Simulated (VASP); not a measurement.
Crystal: AgCl.

```xyz
2
Lattice="3.3917 -0.0038 -0.0038 -0.0038 3.3917 -0.0038 -0.0038 -0.0038 3.3917" Properties=species:S:1:pos:R:3 pbc="T T T"
Ag    0.0000    0.0000    0.0000
Cl    1.6920    1.6920    1.6920
```

This cell differs from its parent crystal: strain along [111] -0.3%.

Base run:

| Quantity | Value |
| --- | --- |
| Program | VASP 6.6.1 |
| Functional | r2SCAN |
| Potentials or basis | VASP PAW PBE potentials, release 64 (Ag, Cl) |
| Cutoff | 520 eV |
| k mesh | 8 × 8 × 8 |
| Occupations | gaussian, width 0.01 eV |
| Spin | no spin polarisation |

Its results: band gap on the k mesh 1.18 eV (least direct gap 2.87 eV); pressure 0.1 GPa.

Task: The run is repeated on the same cell with these changes: functional from r2SCAN to PBE; occupations from gaussian, width 0.01 eV to fermi-dirac, width 0.02 eV. What comes out?

Result: Band gap on the k mesh 0.58 eV (least direct gap 2.20 eV); pressure 1.7 GPa.

Caveats: the PAW data sets were made with another functional, which shifts forces and pressure a little (at least some runs).

A k mesh can miss the band edges.
